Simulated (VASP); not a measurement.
# Bi (Im-3m) in VASP: settings compared

Bi is run at these levels: PBEsol, BLYP+D3(BJ), revPBE; tasks: single point.

All numbers are computed with VASP 6.6.1; they aren't measurements. Logs are shortened: lines on timing, memory, paths and dates and some standing lists are left out, and cuts for length are marked.

## Step 1: The cell of the first run

The structure is cubic, space group Im-3m (No. 229). The conventional cell has a = 3.917 Å, b = 3.917 Å, c = 3.917 Å, α = 90.00°, β = 90.00°, γ = 90.00°. Within 4.5 Å of Bi (site symmetry m-3m) lie 14 Bi at 3.39 to 3.92 Å.

## Step 2: Single point, PBEsol

File INCAR:

```
SYSTEM = Bi
PREC = Accurate
ENCUT = 520
EDIFF = 1E-7
ISMEAR = -1
SIGMA = 0.05
LREAL = .FALSE.
LASPH = .TRUE.
NELM = 60
ALGO = Normal
ISIF = 2
LWAVE = .FALSE.
LCHARG = .FALSE.
GGA = PS
NBANDS = 14
```

File KPOINTS:

```
regular mesh
0
G
  9 9 9
  0 0 0
```

File POSCAR:

```
Bi
1.0
   -1.9585853169      1.9585853169      1.9585853169
    1.9585853169     -1.9585853169      1.9585853169
    1.9585853169      1.9585853169     -1.9585853169
Bi
1
Direct
    0.0000000000      0.0000000000      0.0000000000
```

Potentials or basis: VASP PAW PBE potentials, release 64 (Bi_d).

Started as:

```sh
> cat potpaw_PBE.64/Bi_d/POTCAR > POTCAR
> mpirun -np 1 vasp_std > vasp.out
```

OUTCAR:

```text
SYSTEM = Bi
   PREC = Accurate
   ENCUT = 520
   EDIFF = 1E-7
   ISMEAR = -1
   LREAL = .FALSE.
   LASPH = .TRUE.
   NELM = 60
   ISIF = 2
   GGA = PS

 ion  position               nearest neighbor table
   1  0.000  0.000  0.000-

  LATTYP: Found a body centered cubic cell.
 ALAT       =     3.9171706338

  Lattice vectors:

 A1 = (  -1.9585853169,   1.9585853169,   1.9585853169)
 A2 = (   1.9585853169,  -1.9585853169,   1.9585853169)
 A3 = (   1.9585853169,   1.9585853169,  -1.9585853169)

Analysis of symmetry for initial positions (statically):
=====================================================================
 Subroutine PRICEL returns:
 Original cell was already a primitive cell.

 Routine SETGRP: Setting up the symmetry group for a
 body centered cubic supercell.

 Subroutine GETGRP returns: Found 48 space group operations
 (whereof 48 operations were pure point group operations)
 out of a pool of 48 trial point group operations.

The static configuration has the point symmetry O_h .

Analysis of symmetry for dynamics (positions and initial velocities):
=====================================================================
 Subroutine PRICEL returns:
 Original cell was already a primitive cell.

 Routine SETGRP: Setting up the symmetry group for a
 body centered cubic supercell.

 Subroutine GETGRP returns: Found 48 space group operations
 (whereof 48 operations were pure point group operations)
 out of a pool of 48 trial point group operations.

The dynamic configuration has the point symmetry O_h .

 Subroutine INISYM returns: Found 48 space group operations
 (whereof 48 operations are pure point group operations),
 and found     1 'primitive' translations

----------------------------------------------------------------------------------------

                                     Primitive cell

  volume of cell :      30.0530

  direct lattice vectors                    reciprocal lattice vectors
    -1.958585317  1.958585317  1.958585317     0.000000000  0.255286301  0.255286301
     1.958585317 -1.958585317  1.958585317     0.255286301  0.000000000  0.255286301
     1.958585317  1.958585317 -1.958585317     0.255286301  0.255286301  0.000000000

  length of vectors
     3.392369280  3.392369280  3.392369280     0.361029349  0.361029349  0.361029349

  position of ions in fractional coordinates (direct lattice)
     0.000000000  0.000000000  0.000000000

  ion indices of the primitive-cell ions
   primitive index   ion index
                 1           1

----------------------------------------------------------------------------------------

 KPOINTS: regular mesh

Automatic generation of k-mesh.
 Grid dimensions read from file:
 generate k-points for:    9    9    9

 Generating k-lattice:

  Cartesian coordinates                     Fractional coordinates (reciprocal lattice)
     0.000000000  0.028365145  0.028365145     0.111111111  0.000000000  0.000000000
     0.028365145  0.000000000  0.028365145     0.000000000  0.111111111  0.000000000
     0.028365145  0.028365145  0.000000000     0.000000000  0.000000000  0.111111111

  Length of vectors
     0.040114372  0.040114372  0.040114372

  Shift w.r.t. Gamma in fractional coordinates (k-lattice)
     0.000000000  0.000000000  0.000000000

 Subroutine IBZKPT returns following result:
 ===========================================

 Found     35 irreducible k-points:

 Following reciprocal coordinates:
            Coordinates               Weight
  0.000000  0.000000  0.000000      1.000000
  0.111111  0.000000  0.000000     12.000000
  0.222222  0.000000  0.000000     12.000000
  0.333333  0.000000  0.000000     12.000000
  0.444444  0.000000  0.000000     12.000000
  0.111111  0.111111  0.000000     24.000000
[... 16 lines left out ...]
 -0.333333  0.444444  0.111111     48.000000
 -0.444444 -0.444444  0.111111     24.000000
 [... further k-points ...]
   k-points           NKPTS =     35   k-points in BZ     NKDIM =     35   number of bands    NBANDS=     14
   number of dos      NEDOS =    301   number of ions     NIONS =      1
   total plane-waves  NPLWV =  21952
   dimension x,y,z NGX =    28 NGY =   28 NGZ =   28
   dimension x,y,z NGXF=    56 NGYF=   56 NGZF=   56
   ions per type =               1
   NGX,Y,Z   is equivalent  to a cutoff of  13.72, 13.72, 13.72 a.u.
   NGXF,Y,Z  is equivalent  to a cutoff of  27.44, 27.44, 27.44 a.u.
 SYSTEM =  Bi
   PREC   = accura    normal or accurate (medium, high low for compatibility)
   ISTART =      0    job   : 0-new  1-cont  2-samecut
   ICHARG =      2    charge: 1-file 2-atom 10-const
   ISPIN  =      1    spin polarized calculation?
   LNONCOLLINEAR =      F non collinear calculations
   LSORBIT =      F    spin-orbit coupling
   LASPH  =      T    aspherical Exc in radial PAW
   ENCUT  =  520.0 eV  38.22 Ry    6.18 a.u.   6.31  6.31  6.31*2*pi/ulx,y,z
   NELM   =     60;   NELMIN=  2; NELMDL= -5     # of ELM steps
   EDIFF  = 0.1E-06   stopping-criterion for ELM
   LREAL  =      F    real-space projection
   EDIFFG = 0.1E-05   stopping-criterion for IOM
   NSW    =      0    number of steps for IOM
   IBRION =     -1    ionic relax: 0-MD 1-quasi-New 2-CG
   NFREE  =      0    steps in history (QN), initial steepest desc. (CG)
   ISIF   =      2    stress and relaxation
   ISYM   =      2    0-nonsym 1-usesym 2-fastsym
   POTIM  = 0.5000    time-step for ionic-motion
   TEBEG  =    0.0;   TEEND  =   0.0 temperature during run
   PSTRESS=    0.0 pullay stress
   NELECT =      15.0000    total number of electrons
   NUPDOWN=      -1.0000    fix difference up-down
   EMIN   =  10.00;   EMAX   =-10.00  energy-range for DOS
   EFERMI =   0.00;   METHOD = LEGACY
   ISMEAR =    -1;   SIGMA  =   0.05  broadening in eV -4-tet -1-fermi 0-gaus
   EFERMI_NEDOS =   21; number of points for ismear=-14 and -15
   IALGO  =     38    algorithm
   IMIX   =      4    mixing-type and parameters
     AMIX     =   0.40;   BMIX     =  1.00
     AMIX_MAG =   1.60;   BMIX_MAG =  1.00
  volume/ion in A,a.u.               =      30.05       202.81
  Fermi-wavevector in a.u.,A,eV,Ry     =   1.298602  2.454002 22.944421  1.686367
  Thomas-Fermi vector in A             =   2.429920
   LORBIT       =      0    0 simple, 1 ext, 2 COOP (PROOUT), +10 PAW based schemes
   GGA     = PS    functional components
   LHFCALC =     F    Hartree Fock is set to
   AEXX    =    0.0000 exact exchange contribution
   IVDW    =     0    specifies the selected vdW correction
   LEPSILON=     F    determine dielectric tensor
   LRPA    =     F    only Hartree local field effects (RPA)
 non-spin polarized calculation
  energy-cutoff  :      520.00
  volume of cell :       30.05
 maximum number of plane-waves:       824
 NGX is ok and might be reduce to    28
   NGX = 13   NGY = 13   NGZ = 13

 number of electron      14.9999999 magnetization

 Free energy of the ion-electron system (eV)
  ---------------------------------------------------
  ext. energy  EPLUGINS =         0.00000000
  ---------------------------------------------------
  free energy    TOTEN  =        -4.23386247 eV

  energy without entropy =       -4.22953950  energy(sigma->0) =       -4.23170099

 E-fermi :   8.2563     XC(G=0): -10.6052

 val. band max:        8.2279774343   @ k =   0.2222   0.0000   0.0000
 cond. band min:       8.2672193235   @ k =  -0.2222   0.2222   0.1111
 fundamental gap:      0.0392418892
 Fermi energy:         8.2563027673

 k-point     1 :       0.0000    0.0000    0.0000
  band No.  band energies     occupation
      1     -14.7849      2.00000
      2     -14.7849      2.00000
      3     -14.7849      2.00000
      4     -14.6398      2.00000
      5     -14.6398      2.00000
      6      -5.5899      2.00000
      7      13.5618      0.00000
      8      13.5618      0.00000
      9      13.5618      0.00000
     10      17.7488      0.00000
     11      18.6715      0.00000
     12      18.6715      0.00000
     13      18.6715      0.00000
     14      20.1070      0.00000

 k-point     2 :       0.1111    0.0000    0.0000
  band No.  band energies     occupation
      1     -14.7903      2.00000
      2     -14.7762      2.00000
      3     -14.7577      2.00000
      4     -14.6459      2.00000
      5     -14.6409      2.00000
      6      -5.3553      2.00000
      7      11.4753      0.00000
      8      12.8808      0.00000
      9      13.3364      0.00000
     10      17.0821      0.00000
     11      17.8199      0.00000
     12      18.4335      0.00000
     13      19.2441      0.00000
     14      21.0634      0.00000

 k-point     3 :       0.2222    0.0000    0.0000
  band No.  band energies     occupation
      1     -14.8038      2.00000
      2     -14.7591      2.00000
      3     -14.6878      2.00000
      4     -14.6573      2.00000
      5     -14.6433      2.00000
      6      -4.6659      2.00000
      7       8.2280      1.27591
      8      11.6019      0.00000
      9      12.7602      0.00000
     10      15.6424      0.00000
     11      16.8585      0.00000
     12      18.6431      0.00000
     13      20.3447      0.00000
     14      23.1638      0.00000
[... 324 lines left out ...]
 k-point    23 :      -0.3333    0.4444    0.1111
  band No.  band energies     occupation
      1     -14.7712      2.00000
      2     -14.7321      2.00000
      3     -14.6790      2.00000
      4     -14.6582      2.00000
      5     -14.5827      2.00000
      6      -2.5036      2.00000
      7       4.6043      2.00000
      8       7.6775      1.99998
      9      11.0180      0.00000
     10      15.5350      0.00000
     11      16.5220      0.00000
     12      19.7256      0.00000
     13      19.9844      0.00000
     14      23.7439      0.00000

 k-point    24 :      -0.4444   -0.4444    0.1111
  band No.  band energies     occupation
      1     -14.7741      2.00000
      2     -14.7365      2.00000
      3     -14.6863      2.00000
      4     -14.6453      2.00000
      5     -14.5610      2.00000
      6      -1.8923      2.00000
      7       3.6290      2.00000
      8       7.2969      2.00000
      9      10.9363      0.00000
     10      15.6941      0.00000
     11      17.1677      0.00000
     12      18.1983      0.00000
     13      19.7594      0.00000
     14      26.1695      0.00000

 [... further k-points ...]

------------------------ aborting loop because EDIFF is reached ----------------------------------------

  FORCE on cell =-STRESS in cart. coord.  units (eV):
  Direction    XX          YY          ZZ          XY          YZ          ZX
  --------------------------------------------------------------------------------------
  -------------------------------------------------------------------------------------
  Total       -0.0190512     -0.0190512     -0.0190512      0.0000000     -0.0000000     -0.0000000
  in kB       -1.0156516     -1.0156516     -1.0156516      0.0000000     -0.0000000     -0.0000000
  external PRESSURE =      -1.0156516 kB  Pullay stress =       0.0000000 kB

 VOLUME and BASIS-vectors are now :
 -----------------------------------------------------------------------------
  energy-cutoff  :      520.00
  volume of cell :       30.05
      direct lattice vectors                 reciprocal lattice vectors
    -1.958585317  1.958585317  1.958585317     0.000000000  0.255286301  0.255286301
     1.958585317 -1.958585317  1.958585317     0.255286301  0.000000000  0.255286301
     1.958585317  1.958585317 -1.958585317     0.255286301  0.255286301  0.000000000

 POSITION                                       TOTAL-FORCE (eV/Angst)
 -----------------------------------------------------------------------------------
      0.00000      0.00000      0.00000         0.000000      0.000000     -0.000000
 -----------------------------------------------------------------------------------
    total drift:                                0.000000     -0.000000      0.000000

  FREE ENERGIE OF THE ION-ELECTRON SYSTEM (eV)
  ---------------------------------------------------
  free  energy   TOTEN  =        -4.2338624720 eV

  energy  without entropy=       -4.2295395009  energy(sigma->0) =       -4.23170099
```

Run time: 7.9 s. Hardware: 1 thread of AMD EPYC 9R45 (Zen 5), shared host; peak memory 0.13 GiB.

What came out:

```yaml
Free_energy: -4.2339 eV
Pressure: -0.1 GPa
```

Levels at points of the mesh, in eV from the Fermi level:
```csv
k point,band 4,band 5,band 6,band 7,band 8,band 9,band 10,band 11
"(0.00, 0.00, 0.00)",-22.90,-22.90,-13.85,5.31,5.31,5.31,9.49,10.42
```

Caveat: the PAW data sets were made with another functional, which shifts forces and pressure a little; spin-orbit coupling is left out, which moves the levels of the heavy elements.

## Step 3: Single point, BLYP+D3(BJ)

This run uses another cell than the first one, of 30.52 Å³/atom, 1.016 times its volume.

File INCAR:

```
PREC = Accurate ; ENCUT = 520
EDIFF = 1E-6 ; ISMEAR = -1
SIGMA = 0.05 ; LREAL = False
LASPH = True ; NELM = 80
ALGO = Normal ; ISIF = 2
LWAVE = False ; LCHARG = False
GGA = B5 ; ALDAX = 1.0
AGGAX = 1.0 ; AGGAC = 1.0
ALDAC = 0.0 ; IVDW = 12
VDW_S6 = 1.0 ; VDW_S8 = 2.6996
VDW_A1 = 0.4298 ; VDW_A2 = 4.2359
NBANDS = 14
```

File KPOINTS:

```
Automatic mesh
0
Gamma
  9 9 9
```

File POSCAR:

```
Bi
1.0
   -1.9687760222      1.9687760222      1.9687760222
    1.9687760222     -1.9687760222      1.9687760222
    1.9687760222      1.9687760222     -1.9687760222
Bi
1
Direct
    0.0000000000      0.0000000000      0.0000000000
```

Potentials or basis: VASP PAW PBE potentials, release 64 (Bi_d).

Started as:

```sh
> cat potpaw_PBE.64/Bi_d/POTCAR > POTCAR
> mpirun -np 1 vasp_std > vasp.out
```

Run time: 13 s. Hardware: 1 thread of AMD EPYC 9R45 (Zen 5), shared host; peak memory 0.13 GiB.

The run converged. Its results:

```
Free energy                : -4.1637 eV
Pressure                   : 0.1 GPa
Dispersion energy per atom : -1.247 eV
```

Levels at points of the mesh, in eV from the Fermi level:
```tsv
k point	band 5	band 6	band 7	band 8	band 9	band 10
(0.00, 0.00, 0.00)	-22.90	-13.74	5.02	5.02	5.02	9.74
```

Caveat: the PAW data sets were made with another functional, which shifts forces and pressure a little; spin-orbit coupling is left out, which moves the levels of the heavy elements; pairwise dispersion overbinds metals, which lowers pressure and volume.

[end of part 1 of 2]
